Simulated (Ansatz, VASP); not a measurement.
**One calculation of MgS, two programs**

INCAR

```
SYSTEM = MgS
  ALGO = Normal
  EDIFF = 1E-6
  ENCUT = 520
  GGA = PE
  ISIF = 2
  ISMEAR = -1
  LASPH = .TRUE.
  LCHARG = .FALSE.
  LREAL = .FALSE.
  LWAVE = .FALSE.
  NBANDS = 11
  NELM = 80
  PREC = Accurate
  SIGMA = 0.01
```

File KPOINTS:

```
k-points
0
G
  8 8 8
  0 0 0
```

File POSCAR:

```
MgS
1.0
    0.0000000000      2.6796995000      2.6016500000
    2.6796995000      0.0000000000      2.6016500000
    2.6796995000      2.6796995000      0.0000000000
Mg S
1 1
Direct
    0.0000000000      0.0000000000      0.0000000000
    0.5000000000      0.5000000000      0.5000000000
```

Input for Ansatz:

```yaml
crystal:
  lattice:
    - [0.0, 2.6796995, 2.60165]
    - [2.6796995, 0.0, 2.60165]
    - [2.6796995, 2.6796995, 0.0]
  atoms:
    - { symbol: Mg, position: [0.0, 0.0, 0.0] }
    - { symbol: S, position: [0.5, 0.5, 0.5] }
kpoints:
  mp_grid: { grid: [8, 8, 8] }
  band_path:
    path:
      - [0.0, 0.0, 0.0]
      - [0.0, 0.5, 0.5]
      - [0.25, 0.75, 0.5]
      - [0.0, 0.5, 0.0]
      - [0.0, 0.0, 0.0]
      - [0.5, 0.5, 0.0]
      - [0.3826125, 0.6173875, 0.0]
      - [-0.3826125, 0.3826125, 0.0]
      - [0.0, 0.0, 0.0]
    npoints: 5
scf:
  occupations: { method: fermi_dirac, width: 0.01 }
hamiltonian:
  xc: pbe
  pseudopotentials: { kind: all_electron, lapw: { basis_error: 0.00025 } }
output:
  forces: true
  stress: true
  eigenvalues: true
```

Change from the starting cell: equal xx and yy strain of +3 %.

Alike in both runs: task single point; functional PBE; k mesh 8 × 8 × 8; occupations fermi-dirac, width 0.01 eV; no spin polarisation.

```csv
,VASP,Ansatz
version,VASP 6.6.1,Ansatz 0.2.0
potentials or method,"VASP PAW PBE potentials, release 64 (Mg, S), cutoff 520 eV","all-electron LAPW, scalar-relativistic"
```

```csv
,VASP,Ansatz,Ansatz less VASP
gap on the k mesh at the Fermi level (eV),2.52,2.53,+0.014
pressure (GPa),-3.1,-2.9,+0.27
"traceless stress, the component that is largest in VASP (GPa)",1.53,1.55,+0.021
```

Ansatz ran all-electron here, and VASP with PAW potentials.
